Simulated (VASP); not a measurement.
# Al32H in VASP: single point with PBE+D3(BJ)

Aim: the single point of Al32H with PBE+D3(BJ).

All numbers are computed with VASP 6.6.1; they aren't measurements. Logs are shortened: lines on timing, memory, paths and dates and some standing lists are left out, and cuts for length are marked.

### Step 1. The cell of the first run

The cell holds a slab with vacuum, 33 atoms: a = 5.629 Å, b = 5.629 Å, c = 33.555 Å, α = 90.00°, β = 90.00°, γ = 120.00°.

### Step 2. Single point, PBE+D3(BJ)

INCAR

```
  PREC = Accurate
  ENCUT = 520
  EDIFF = 1E-7
  ISMEAR = 0
  SIGMA = 0.1
  LREAL = Auto
  LASPH = T
  NELM = 100
  ALGO = Normal
  ISIF = 2
  LWAVE = F
  LCHARG = T
  LDIPOL = T
  IDIPOL = 3
  DIPOL = 0.5 0.5 0.371
  GGA = PE
  IVDW = 12
  LELF = T
  LVHAR = T
  LVACPOTAV = T
  NBANDS = 70
```

KPOINTS

```
Automatic mesh
0
Gamma
  6 6 1
```

POSCAR

```
Al32H
1.0
    5.6288445222      0.0000000000      0.0000000000
   -2.8144222611      4.8747223502      0.0000000000
    0.0000000000      0.0000000000     33.5549453352
Al H
32 1
Direct
    0.1666666667      0.3333333333      0.1192074658
    0.1666666667      0.8333333333      0.1192074658
    0.6666666667      0.3333333333      0.1192074658
    0.6666666667      0.8333333333      0.1192074658
    0.0000000000      0.0000000000      0.1880575786
    0.0000000000      0.5000000000      0.1880575786
    0.5000000000      0.0000000000      0.1880575786
    0.5000000000      0.5000000000      0.1880575786
    0.3333333333      0.1666666667      0.2569076914
    0.3333333333      0.6666666667      0.2569076914
    0.8333333333      0.1666666667      0.2569076914
    0.8333333333      0.6666666667      0.2569076914
    0.0000000000      0.0000000000      0.3257578042
    0.0000000000      0.5000000000      0.3257578042
    0.5000000000      0.0000000000      0.3257578042
    0.5000000000      0.5000000000      0.3257578042
    0.1666666667      0.3333333333      0.3941383343
    0.1666666667      0.8333333333      0.3941383343
    0.6666666667      0.3333333333      0.3941383343
    0.6666666667      0.8333333333      0.3941383343
    0.0000000000      0.0000000000      0.4632563468
    0.0000000000      0.5000000000      0.4632563468
    0.5000000000      0.0000000000      0.4632563468
    0.5000000000      0.5000000000      0.4632563468
    0.3333333333      0.1666666667      0.5326957441
    0.3333333333      0.6666666667      0.5326957441
    0.8333333333      0.1666666667      0.5326957441
    0.8333333333      0.6666666667      0.5326957441
    0.0000000000      0.0000000000      0.6036351761
    0.0000000000      0.5000000000      0.6036351761
    0.5000000000      0.0000000000      0.6036351761
    0.5000000000      0.5000000000      0.6036351761
    0.0833333333      0.1666666667      0.7019813354
```

Potentials or basis: VASP PAW PBE potentials, release 64 (Al, H).

The run is started by

```sh
cat potpaw_PBE.64/Al/POTCAR potpaw_PBE.64/H/POTCAR > POTCAR
mpirun -np 1 vasp_std > vasp.out
```

OUTCAR:

```text
PREC = Accurate
   ENCUT = 520
   EDIFF = 1E-7
   ISMEAR = 0
   LREAL = Auto
   LASPH = T
   NELM = 100
   ISIF = 2
   GGA = PE
   IVDW = 12
 IVDW          = 12

 ion  position               nearest neighbor table
   1  0.167  0.333  0.119-   3 2.81   3 2.81   4 2.81   2 2.81   2 2.81   4 2.81   8 2.82   5 2.82
                             6 2.82
   2  0.167  0.833  0.119-   4 2.81   4 2.81   1 2.81   1 2.81   3 2.81   3 2.81   7 2.82   6 2.82
                             5 2.82
   3  0.667  0.333  0.119-   1 2.81   1 2.81   4 2.81   4 2.81   2 2.81   2 2.81   6 2.82   7 2.82
                             8 2.82
   4  0.667  0.833  0.119-   2 2.81   2 2.81   3 2.81   3 2.81   1 2.81   1 2.81   5 2.82   8 2.82
                             7 2.82
   5  0.000  0.000  0.188-   7 2.81   7 2.81   8 2.81   6 2.81   6 2.81   8 2.81   9 2.82   4 2.82
                            12 2.82   1 2.82   2 2.82  11 2.82
   6  0.000  0.500  0.188-   8 2.81   8 2.81   5 2.81   5 2.81   7 2.81   7 2.81  10 2.82   3 2.82
                            11 2.82   2 2.82  12 2.82   1 2.82
   7  0.500  0.000  0.188-   5 2.81   5 2.81   8 2.81   8 2.81   6 2.81   6 2.81  11 2.82   2 2.82
                             3 2.82  10 2.82   9 2.82   4 2.82
   8  0.500  0.500  0.188-   6 2.81   6 2.81   7 2.81   7 2.81   5 2.81   5 2.81  12 2.82   1 2.82
                             4 2.82   9 2.82   3 2.82  10 2.82
   9  0.333  0.167  0.257-  11 2.81  11 2.81  12 2.81  10 2.81  10 2.81  12 2.81  13 2.82   5 2.82
[... 32 lines left out ...]
                            23 2.84  29 2.88  32 2.88  31 2.88
  26  0.333  0.667  0.533-  28 2.81  28 2.81  25 2.81  25 2.81  27 2.81  27 2.81  22 2.84  23 2.84
                            24 2.84  30 2.88  31 2.88  32 2.88
  27  0.833  0.167  0.533-  25 2.81  25 2.81  28 2.81  28 2.81  26 2.81  26 2.81  23 2.84  22 2.84
                            21 2.84  31 2.88  30 2.88  29 2.88
  28  0.833  0.667  0.533-  26 2.81  26 2.81  27 2.81  27 2.81  25 2.81  25 2.81  24 2.84  21 2.84
                            22 2.84  32 2.88  29 2.88  30 2.88
  29  0.000  0.000  0.604-  31 2.81  31 2.81  32 2.81  30 2.81  30 2.81  32 2.81  25 2.88  28 2.88
                            27 2.88
  30  0.000  0.500  0.604-  32 2.81  32 2.81  29 2.81  29 2.81  31 2.81  31 2.81  26 2.88  27 2.88
                            28 2.88
  31  0.500  0.000  0.604-  29 2.81  29 2.81  32 2.81  32 2.81  30 2.81  30 2.81  27 2.88  26 2.88
                            25 2.88
  32  0.500  0.500  0.604-  30 2.81  30 2.81  31 2.81  31 2.81  29 2.81  29 2.81  28 2.88  25 2.88
                            26 2.88
  33  0.083  0.167  0.702-

  LATTYP: Found a hexagonal cell.
 ALAT       =     5.6288445222
 C/A-ratio  =     5.9612492764

  Lattice vectors:

 A1 = (   5.6288445222,   0.0000000000,   0.0000000000)
 A2 = (  -2.8144222611,   4.8747223502,   0.0000000000)
 A3 = (   0.0000000000,   0.0000000000,  33.5549453352)

Analysis of symmetry for initial positions (statically):
=====================================================================
 Subroutine PRICEL returns:
 Original cell was already a primitive cell.

 Routine SETGRP: Setting up the symmetry group for a
 hexagonal supercell.

 Subroutine GETGRP returns: Found  2 space group operations
 (whereof  2 operations were pure point group operations)
 out of a pool of 24 trial point group operations.

The static configuration has the point symmetry C_1h.

Analysis of symmetry for dynamics (positions and initial velocities):
=====================================================================
 Subroutine PRICEL returns:
 Original cell was already a primitive cell.

 Routine SETGRP: Setting up the symmetry group for a
 hexagonal supercell.

 Subroutine GETGRP returns: Found  2 space group operations
 (whereof  2 operations were pure point group operations)
 out of a pool of 24 trial point group operations.

The dynamic configuration has the point symmetry C_1h.

 Subroutine INISYM returns: Found  2 space group operations
 (whereof  2 operations are pure point group operations),
 and found     1 'primitive' translations

----------------------------------------------------------------------------------------

                                     Primitive cell

  volume of cell :     920.7160

  direct lattice vectors                    reciprocal lattice vectors
     5.628844522  0.000000000  0.000000000     0.177656355  0.102569944  0.000000000
    -2.814422261  4.874722350  0.000000000     0.000000000  0.205139889  0.000000000
     0.000000000  0.000000000 33.554945335     0.000000000  0.000000000  0.029801866

  length of vectors
     5.628844522  5.628844522 33.554945335     0.205139889  0.205139889  0.029801866

  position of ions in fractional coordinates (direct lattice)
     0.166666667  0.333333333  0.119207466
     0.166666667  0.833333333  0.119207466
     0.666666667  0.333333333  0.119207466
     0.666666667  0.833333333  0.119207466
     0.000000000  0.000000000  0.188057579
     0.000000000  0.500000000  0.188057579
[... 25 lines left out ...]
     0.500000000  0.500000000  0.603635176
     0.083333333  0.166666667  0.701981335

  ion indices of the primitive-cell ions
   primitive index   ion index
                 1           1
                 2           2
                 3           3
                 4           4
                 5           5
                 6           6
[... 25 lines left out ...]
                32          32
                33          33

----------------------------------------------------------------------------------------

 KPOINTS: Automatic mesh

Automatic generation of k-mesh.
 Grid dimensions read from file:
 generate k-points for:    6    6    1

 Generating k-lattice:

  Cartesian coordinates                     Fractional coordinates (reciprocal lattice)
     0.029609392  0.017094991  0.000000000     0.166666667 -0.000000000  0.000000000
     0.000000000  0.034189981  0.000000000     0.000000000  0.166666667  0.000000000
     0.000000000  0.000000000  0.029801866     0.000000000  0.000000000  1.000000000

  Length of vectors
     0.034189981  0.034189981  0.029801866

  Shift w.r.t. Gamma in fractional coordinates (k-lattice)
     0.000000000  0.000000000  0.000000000

 Subroutine IBZKPT returns following result:
 ===========================================

 Found     13 irreducible k-points:

 Following reciprocal coordinates:
            Coordinates               Weight
  0.000000  0.000000  0.000000      1.000000
  0.166667  0.000000  0.000000      4.000000
  0.000000  0.166667  0.000000      2.000000
  0.333333  0.000000  0.000000      4.000000
  0.000000  0.333333  0.000000      2.000000
  0.500000  0.000000  0.000000      2.000000
  0.000000  0.500000  0.000000      1.000000
  0.166667  0.166667  0.000000      4.000000
 -0.333333  0.166667  0.000000      2.000000
  0.333333  0.166667  0.000000      4.000000
 -0.166667  0.500000  0.000000      4.000000
  0.500000  0.333333  0.000000      4.000000
  0.333333  0.333333  0.000000      2.000000
   k-points           NKPTS =     13   k-points in BZ     NKDIM =     13   number of bands    NBANDS=     70
   number of dos      NEDOS =    301   number of ions     NIONS =     33
   total plane-waves  NPLWV = 441000
   dimension x,y,z NGX =    42 NGY =   42 NGZ =  250
   dimension x,y,z NGXF=    84 NGYF=   84 NGZF=  500
   ions per type =              32   1
   NGX,Y,Z   is equivalent  to a cutoff of  12.40, 12.40, 12.39 a.u.
   NGXF,Y,Z  is equivalent  to a cutoff of  24.81, 24.81, 24.77 a.u.
 SYSTEM =  unknown system
   PREC   = accura    normal or accurate (medium, high low for compatibility)
   ISTART =      0    job   : 0-new  1-cont  2-samecut
   ICHARG =      2    charge: 1-file 2-atom 10-const
   ISPIN  =      1    spin polarized calculation?
   LNONCOLLINEAR =      F non collinear calculations
   LSORBIT =      F    spin-orbit coupling
   LASPH  =      T    aspherical Exc in radial PAW
   ENCUT  =  520.0 eV  38.22 Ry    6.18 a.u.  10.47 10.47 62.39*2*pi/ulx,y,z
   NELM   =    100;   NELMIN=  2; NELMDL= -5     # of ELM steps
   EDIFF  = 0.1E-06   stopping-criterion for ELM
   LREAL  =      T    real-space projection
   EDIFFG = 0.1E-05   stopping-criterion for IOM
   NSW    =      0    number of steps for IOM
   IBRION =     -1    ionic relax: 0-MD 1-quasi-New 2-CG
   NFREE  =      0    steps in history (QN), initial steepest desc. (CG)
   ISIF   =      2    stress and relaxation
   ISYM   =      2    0-nonsym 1-usesym 2-fastsym
   POTIM  = 0.5000    time-step for ionic-motion
   TEBEG  =    0.0;   TEEND  =   0.0 temperature during run
   PSTRESS=    0.0 pullay stress
   NELECT =      97.0000    total number of electrons
   NUPDOWN=      -1.0000    fix difference up-down
   EMIN   =  10.00;   EMAX   =-10.00  energy-range for DOS
   EFERMI =   0.00;   METHOD = LEGACY
   ISMEAR =     0;   SIGMA  =   0.10  broadening in eV -4-tet -1-fermi 0-gaus
   EFERMI_NEDOS =   21; number of points for ismear=-14 and -15
   IALGO  =     38    algorithm
   IMIX   =      4    mixing-type and parameters
     AMIX     =   0.40;   BMIX     =  1.00
     AMIX_MAG =   1.60;   BMIX_MAG =  1.00
  volume/ion in A,a.u.               =      27.90       188.28
  Fermi-wavevector in a.u.,A,eV,Ry     =   0.773197  1.461131  8.134021  0.597834
  Thomas-Fermi vector in A             =   1.874990
   LORBIT       =      0    0 simple, 1 ext, 2 COOP (PROOUT), +10 PAW based schemes
   GGA     = PE    functional components
   LHFCALC =     F    Hartree Fock is set to
   AEXX    =    0.0000 exact exchange contribution
   IVDW    =    12    specifies the selected vdW correction
   LEPSILON=     F    determine dielectric tensor
   LRPA    =     F    only Hartree local field effects (RPA)
 non-spin polarized calculation
 Gauss-broadening in eV      SIGMA  =   0.10
  energy-cutoff  :      520.00
  volume of cell :      920.72
 maximum number of plane-waves:     24893
 NGX is ok and might be reduce to    42
   NGX = 21   NGY = 21   NGZ =125

 dipolmoment           0.000000      0.000000     -0.000911 electrons x Angstroem

 number of electron      97.0000000 magnetization

 dipolmoment           0.000000      0.000000      0.310983 electrons x Angstroem

 Free energy of the ion-electron system (eV)
  ---------------------------------------------------
  ext. energy  EPLUGINS =         0.00000000
  ---------------------------------------------------
  free energy    TOTEN  =      -117.38140160 eV

  energy without entropy =     -117.32415151  energy(sigma->0) =     -117.35277656

 E-fermi :   2.4175     XC(G=0):  -6.4329

 val. band max:        2.4152131802   @ k =   0.1667   0.0000   0.0000
 cond. band min:       2.4423131917   @ k =   0.3333   0.3333   0.0000
 fundamental gap:      0.0271000115
 Fermi energy:         2.4174792120

 k-point     1 :       0.0000    0.0000    0.0000
  band No.  band energies     occupation
      1      -8.8135      2.00000
      2      -8.4965      2.00000
      3      -8.0146      2.00000
      4      -7.3343      2.00000
      5      -6.5025      2.00000
      6      -5.4895      2.00000
[... 808 lines left out ...]
     59       5.0672      0.00000
     60       5.1055      0.00000
 [bands above 60 left out]

------------------------ aborting loop because EDIFF is reached ----------------------------------------

 Edisp (eV)   -9.82155

 E8    (eV) :    -4.4588

  FORCE on cell =-STRESS in cart. coord.  units (eV):
  Direction    XX          YY          ZZ          XY          YZ          ZX
  --------------------------------------------------------------------------------------
  -------------------------------------------------------------------------------------
  Total      -4.17182    -4.30382    -2.32611     0.00000    -0.15284     0.00000
  in kB      -7.25957    -7.48926    -4.04777     0.00000    -0.26596     0.00000
  external pressure =       -6.27 kB  Pullay stress =        0.00 kB

 VOLUME and BASIS-vectors are now :
 -----------------------------------------------------------------------------
  energy-cutoff  :      520.00
  volume of cell :      920.72
      direct lattice vectors                 reciprocal lattice vectors
     5.628844522  0.000000000  0.000000000     0.177656355  0.102569944  0.000000000
    -2.814422261  4.874722350  0.000000000     0.000000000  0.205139889  0.000000000
     0.000000000  0.000000000 33.554945335     0.000000000  0.000000000  0.029801866

 POSITION                                       TOTAL-FORCE (eV/Angst)
 -----------------------------------------------------------------------------------
      0.00000      1.62491      4.00000        -0.000000      0.006949     -0.089131
     -1.40721      4.06227      4.00000         0.002215     -0.005134     -0.095500
      2.81442      1.62491      4.00000         0.000000      0.002355     -0.095154
      1.40721      4.06227      4.00000        -0.002215     -0.005134     -0.095500
      0.00000      0.00000      6.31026         0.000000      0.000106      0.084639
     -1.40721      2.43736      6.31026        -0.000084      0.000331      0.080157
[... 25 lines left out ...]
      1.40721      2.43736     20.25495        -0.004689     -0.007540      0.109893
     -0.00000      0.81245     23.55495         0.000000     -0.038407     -0.752812
 -----------------------------------------------------------------------------------
    total drift:                               -0.000000     -0.000067      0.016994

  FREE ENERGIE OF THE ION-ELECTRON SYSTEM (eV)
  ---------------------------------------------------
  free  energy   TOTEN  =      -127.2029514870 eV

  energy  without entropy=     -127.1457013922  energy(sigma->0) =     -127.17432644

 vacuum level on the upper side and lower side of the slab         8.580         6.530
```

It took 27 min on 1 thread of Intel Xeon 6975P-C (Granite Rapids), shared host; peak memory 1.1 GiB.

Results:

| Quantity | Value |
| --- | --- |
| Free energy | -127.2030 eV |
| Largest force | 0.754 eV/Å |
| Dispersion energy per atom | -0.298 eV |

Forces in eV/Å, atoms in the order of the input:
```
Al   0.000  0.007 -0.089
Al   0.002 -0.005 -0.096
Al   0.000  0.002 -0.095
Al  -0.002 -0.005 -0.096
Al   0.000  0.000  0.085
Al   0.000  0.000  0.080
Al   0.000  0.003  0.077
Al   0.000  0.000  0.080
Al  -0.001 -0.002  0.018
Al   0.000  0.001  0.011
Al   0.001 -0.002  0.018
Al   0.000  0.004  0.003
Al   0.000  0.003  0.014
Al  -0.002 -0.006  0.002
Al   0.000  0.006 -0.003
Al   0.002 -0.006  0.002
Al   0.000 -0.013  0.011
Al  -0.009  0.009  0.023
Al   0.000 -0.002  0.033
Al   0.009  0.009  0.023
Al   0.000  0.016 -0.029
Al  -0.003 -0.018  0.000
Al   0.000  0.014  0.024
Al   0.003 -0.018  0.000
Al  -0.013  0.000 -0.024
Al   0.000  0.000 -0.043
Al   0.013  0.000 -0.024
Al   0.000 -0.001 -0.028
Al   0.000  0.059  0.498
Al   0.005 -0.008  0.110
Al   0.000 -0.006  0.056
Al  -0.005 -0.008  0.110
H    0.000 -0.038 -0.753
```
